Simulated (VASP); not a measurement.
Set up this calculation in VASP 6.6.1, as the native input.

```
Task                   : single point
Functional             : PBE
Potentials or basis    : VASP PAW PBE potentials, release 64 (Yb)
Cutoff                 : 520 eV
k mesh                 : 16 × 16 × 16
Occupations            : gaussian, width 0.15 eV
Spin                   : no spin polarisation
Dipole correction      : no
Further INCAR settings : ALGO = Fast; EDIFF = 1e-06; NBANDS = 18
```

The structure of Yb lies in POSCAR:

```
Yb
1.0
    0.0000000000      2.4472107890      2.8558949907
    2.4472107890      0.0000000000      2.8558949907
    2.4472107890      2.4472107890      0.0000000000
Yb
1
Direct
    0.0000000000      0.0000000000      0.0000000000
```

This cell differs from its parent crystal: volume 34.207 Å^3 an atom, c/a of the conventional cell 1.1670.

One way to write it, as run:

INCAR

```
SYSTEM = Yb
  ALGO = Fast
  EDIFF = 1E-6
  ENCUT = 520
  GGA = PE
  ISIF = 2
  ISMEAR = 0
  LASPH = .TRUE.
  LCHARG = .FALSE.
  LREAL = .FALSE.
  LWAVE = .FALSE.
  NBANDS = 18
  NELM = 80
  PREC = Accurate
  SIGMA = 0.15
```

KPOINTS

```
k-points
0
G
  16 16 16
  0 0 0
```

Potentials or basis: VASP PAW PBE potentials, release 64 (Yb).

The run is started by

```console
$ cat potpaw_PBE.64/Yb/POTCAR > POTCAR
$ mpirun -np 1 vasp_std > vasp.out
```

Results of the run:

| Property | Result |
| --- | --- |
| Pressure | 0.3 GPa |
| Band gap on the k mesh | zero (band 12 reaches 1.85 eV, above the bottom of band 13 at 1.75 eV) |

Caveat: spin-orbit coupling is left out, which moves the levels of the heavy elements.

Run time: 9.5 min on 1 thread of Intel(R) Xeon(R) Platinum 8488C (Sapphire Rapids) (shared host), peak memory 0.36 GiB.
